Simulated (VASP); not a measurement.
Runs of VASP 6.6.1 on Si. The structure is that of space group P6_3/mmc (No. 194), or close to it. The cells are those of the table. This isn't the form of Si at room conditions, which is diamond.

```tsv
cell	gap on the mesh (eV)	pressure (GPa)
a = 2.460, b = 2.460, c = 4.179 Å, angles 90.0, 90.0, 120.0°, 2 atoms	none	43.9
a = 2.476, b = 2.476, c = 4.207 Å, angles 90.0, 90.0, 120.0°, 2 atoms	none	(a)
a = 2.394, b = 2.394, c = 4.067 Å, angles 90.0, 90.0, 120.0°, 2 atoms	none	69.1
a = 2.411, b = 2.411, c = 4.096 Å, angles 90.0, 90.0, 120.0°, 2 atoms	none	61.8
a = 2.492, b = 2.492, c = 4.233 Å, angles 90.0, 90.0, 120.0°, 2 atoms	none	(b)
```

Alike in all rows: task single point; level PBE; potentials or basis VASP PAW PBE potentials, release 64 (Si); no spin polarisation; k mesh 13 × 13 × 7; cutoff (eV) 500; smearing methfessel-paxton 0.1 eV.

Fill in the values left out.

(a) 38.9; (b) 34.4.

Caveats: the cell stands under pressure.

A gap of «none» marks levels without a gap at the run's occupations.
